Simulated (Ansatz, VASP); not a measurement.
## One calculation of Zr2TiC3, two programs

File INCAR:

```
  ALGO = Normal
  EDIFF = 1E-6
  ENCUT = 520
  GGA = PE
  ISIF = 2
  ISMEAR = 0
  LASPH = T
  LCHARG = F
  LREAL = F
  LWAVE = F
  NBANDS = 33
  NELM = 80
  PREC = Accurate
  SIGMA = 0.1
```

KPOINTS

```
k-points
0
Gamma
  6 6 2
```

The input POSCAR:

```
Zr2TiC3
1.0
    3.4424098100      0.0000000000      0.0000000000
   -1.7212049100      2.9812143500      0.0000000000
    0.0000000000      0.0000000000      8.4321475300
Zr Ti C
2 1 3
Direct
    0.3333333300      0.6666666700      0.6666666700
    0.6666666700      0.3333333300      0.3333333300
    0.0000000000      0.0000000000      0.0000000000
    0.6666666700      0.3333333300      0.8333333300
    0.3333333300      0.6666666700      0.1666666700
    0.0000000000      0.0000000000      0.5000000000
```

Input for Ansatz:

```yaml
crystal:
  lattice:
    - [3.44240981, 0.0, 0.0]
    - [-1.72120491, 2.98121435, 0.0]
    - [0.0, 0.0, 8.43214753]
  atoms:
    - { symbol: Zr, position: [0.33333333, 0.66666667, 0.66666667] }
    - { symbol: Zr, position: [0.66666667, 0.33333333, 0.33333333] }
    - { symbol: Ti, position: [0.0, 0.0, 0.0] }
    - { symbol: C, position: [0.66666667, 0.33333333, 0.83333333] }
    - { symbol: C, position: [0.33333333, 0.66666667, 0.16666667] }
    - { symbol: C, position: [0.0, 0.0, 0.5] }
basis:
  ecutwfc: 420
kpoints:
  mp_grid: { grid: [6, 6, 2] }
hamiltonian:
  xc: pbe
scf:
  occupations: { method: gaussian, width: 0.1 }
  lower_state_search: "off"
output:
  forces: true
  stress: true
  eigenvalues: true
```

Alike in both runs: task single point; functional PBE; k mesh 6 × 6 × 2; occupations gaussian, width 0.1 eV; no spin polarisation.

|  | VASP | Ansatz |
| --- | --- | --- |
| version | VASP 6.6.1 | Ansatz 0.2.0 |
| potentials or method | VASP PAW PBE potentials, release 64 (Zr_sv, Ti_sv, C), cutoff 520 eV | scalar-relativistic, plane waves, PAW |
| valence electrons in the cell | 48 | 48 |

```tsv
	VASP	Ansatz	Ansatz less VASP
gap on the k mesh at the Fermi level (eV)	none	none	-
pressure (GPa)	-26.6	-26.8	-0.14
traceless stress, the component that is largest in VASP (GPa)	-1.22	-1.22	-0.002
rms of the force components (eV/Å)	0.314	0.314	-0.0002
```

Atom by atom the forces differ by 0.001 eV/Å (rms over components). A gap of «none» marks a metal or a gap that the smearing closes. The functional is the same, so the differences come from potentials, cutoffs and numerics.

The k mesh is coarse, so the values compare programs but aren't converged.
